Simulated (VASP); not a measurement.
Set up this calculation in VASP 6.6.1, as the native input.

```yaml
Task: single point
Functional: PBE
Potentials_or_basis: VASP PAW PBE potentials, release 64 (Ge_d, H)
Cutoff: 520 eV
k_mesh: 2 × 2 × 2
Occupations: fermi-dirac, width 0.15 eV
Spin: no spin polarisation
Dipole_correction: no
Further_INCAR_settings: LREAL = Auto; ALGO = Normal; EDIFF = 1e-07; NBANDS = 126
```

The structure of Ge16H (a cell with a defect) lies in POSCAR:

```
Ge16H
1.0
    0.0000000000      5.6600000000      5.6600000000
    5.6600000000      0.0000000000      5.6600000000
    5.6600000000      5.6600000000      0.0000000000
Ge H
16 1
Direct
   -0.0085172727      0.0194156569     -0.0034773778
    0.1440412926      0.1236278428      0.1157118869
   -0.0087280290      0.0204805001      0.4916172414
    0.1201598898      0.1384276282      0.6206386301
    0.0166703267      0.5034051258     -0.0101749822
    0.1180130941      0.6441632843      0.1197710576
   -0.0049405919      0.5135382828      0.4958302535
    0.1174280178      0.6451904719      0.6178598545
    0.5170321306     -0.0527877175      0.0172508397
    0.6155824229      0.1231514317      0.1159288547
    0.4960497045      0.0196322453      0.4917590873
    0.6153421390      0.1237093868      0.6442939653
    0.4898421848      0.5028293360     -0.0096081912
    0.6599012694      0.5199275409      0.1602161514
    0.4893317275      0.5035412403      0.5169273792
    0.6190031277      0.6443410222      0.6184881296
    0.7437409661      0.2670331212      0.2446945202
```

The input as run:

INCAR

```
ALGO = Normal ; EDIFF = 1E-7
ENCUT = 520 ; GGA = PE
ISIF = 2 ; ISMEAR = -1
LASPH = T ; LCHARG = F
LREAL = Auto ; LWAVE = F
NBANDS = 126 ; NELM = 60
PREC = Accurate ; SIGMA = 0.15
```

KPOINTS

```
k-points
0
Gamma
  2 2 2
```

Potentials or basis: VASP PAW PBE potentials, release 64 (Ge_d, H).

The run is started by

```console
$ cat potpaw_PBE.64/Ge_d/POTCAR potpaw_PBE.64/H/POTCAR > POTCAR
$ mpirun -np 1 vasp_std > vasp.out
```

It gave:

```
Pressure               : 4.0 GPa
Largest force          : 0.117 eV/Å
Band gap on the k mesh : zero (an odd number of electrons rules out a gap without spin polarisation)
```

Caveat: the k points lie up to 0.48 Å⁻¹ apart, too coarse for converged energies and pressures of a metal; an odd number of electrons without spin polarisation forces a metal; a magnetic or distorted state may lie lower.

It took 9.6 min on 1 thread of Intel(R) Xeon(R) Platinum 8488C (Sapphire Rapids), on a shared host, peak memory 0.6 GiB.
